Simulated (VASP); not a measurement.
Input of a VASP 6.6.1 run:

The input INCAR:

```
PREC     = Accurate       # precision mode
ENCUT    = 520            # plane-wave cutoff, eV
EDIFF    = 1E-6           # SCF threshold, eV
ISMEAR   = -1             # smearing method
SIGMA    = 0.02           # smearing width, eV
LREAL    = F              # projectors in reciprocal space
LASPH    = T              # aspherical terms in the spheres
NELM     = 80             # most SCF steps
ALGO     = Normal         # electronic algorithm
ISIF     = 2              # what is computed and relaxed
LWAVE    = F              # write WAVECAR
LCHARG   = F              # write CHGCAR
GGA      = PE             # functional
NBANDS   = 44             # bands
```

KPOINTS

```
Automatic mesh
0
Gamma
  6 6 6
```

POSCAR

```
CO2
1.0
    5.4422668343      0.0000000000      0.0000000000
    0.0000000000      5.4422668343      0.0000000000
    0.0000000000      0.0000000000      5.4422668343
C O
4 8
Direct
    0.0000000000      0.0000000000      0.0000000000
    0.5000000000      0.0000000000      0.5000000000
    0.5000000000      0.5000000000      0.0000000000
    0.0000000000      0.5000000000      0.5000000000
    0.1230864356      0.1230864356      0.1230864356
    0.3769135644      0.8769135644      0.6230864356
    0.6230864356      0.3769135644      0.8769135644
    0.8769135644      0.6230864356      0.3769135644
    0.8769135644      0.8769135644      0.8769135644
    0.6230864356      0.1230864356      0.3769135644
    0.3769135644      0.6230864356      0.1230864356
    0.1230864356      0.3769135644      0.6230864356
```

Potentials or basis: VASP PAW PBE potentials, release 64 (C, O).

Run with:

```console
$ cat potpaw_PBE.64/C/POTCAR potpaw_PBE.64/O/POTCAR > POTCAR
$ mpirun -np 1 vasp_std > vasp.out
```

Question: Predict the band gap on the k mesh.

Answer: 6.95 eV.

Question: What does it give for the largest force?

Answer: 1.435 eV/Å.

Question: What does it give for the pressure?

Answer: 6.7 GPa.

Forces in eV/Å, atoms in the order of the input:
```
C    0.000  0.000  0.000
C    0.000  0.000  0.000
C    0.000  0.000  0.000
C    0.000  0.000  0.000
O    0.829  0.829  0.829
O   -0.829 -0.829  0.829
O    0.829 -0.829 -0.829
O   -0.829  0.829 -0.829
O   -0.829 -0.829 -0.829
O    0.829  0.829 -0.829
O   -0.829  0.829  0.829
O    0.829 -0.829  0.829
```

Caveat: the cell stands under pressure; this functional lacks dispersion, which holds the molecules together, so the pressure and a relaxed volume are unreliable; forces of over 1 eV/Å act on the atoms, so gaps and moduli don't describe the material at rest. A k mesh can miss the band edges.
